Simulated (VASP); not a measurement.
A run of VASP 6.6.1 is set up as follows.

File INCAR:

```
PREC     = Accurate       # precision mode
ENCUT    = 520            # plane-wave cutoff, eV
EDIFF    = 1E-7           # SCF threshold, eV
ISMEAR   = 0              # smearing method
SIGMA    = 0.024          # smearing width, eV
LREAL    = F              # projectors in reciprocal space
LASPH    = T              # aspherical terms in the spheres
NELM     = 60             # most SCF steps
ALGO     = Normal         # electronic algorithm
ISIF     = 2              # what is computed and relaxed
LWAVE    = F              # write WAVECAR
LCHARG   = F              # write CHGCAR
GGA      = PE             # functional
NBANDS   = 12             # bands
```

File KPOINTS:

```
regular mesh
0
Gamma
  9 9 5
```

The input POSCAR:

```
Sb
1.0
    3.3545324186      0.0000000000      0.0000000000
   -1.6772662093      2.9051102923      0.0000000000
    0.0000000000      0.0000000000      5.4701606500
Sb
2
Direct
    0.6666666667      0.3333333333      0.7500000000
    0.3333333333      0.6666666667      0.2500000000
```

Potentials or basis: VASP PAW PBE potentials, release 64 (Sb).

The run is started by

```bash
$ cat potpaw_PBE.64/Sb/POTCAR > POTCAR
$ mpirun -np 1 vasp_std > vasp.out
```

(1) Estimate the band gap on the k mesh.

(2) What does it give for the pressure?

## Answers

(1) zero (band 5 reaches 12.82 eV, above the bottom of band 6 at 5.89 eV).

(2) 1.3 GPa.

Caveat: spin-orbit coupling is left out, which moves the levels of the heavy elements.
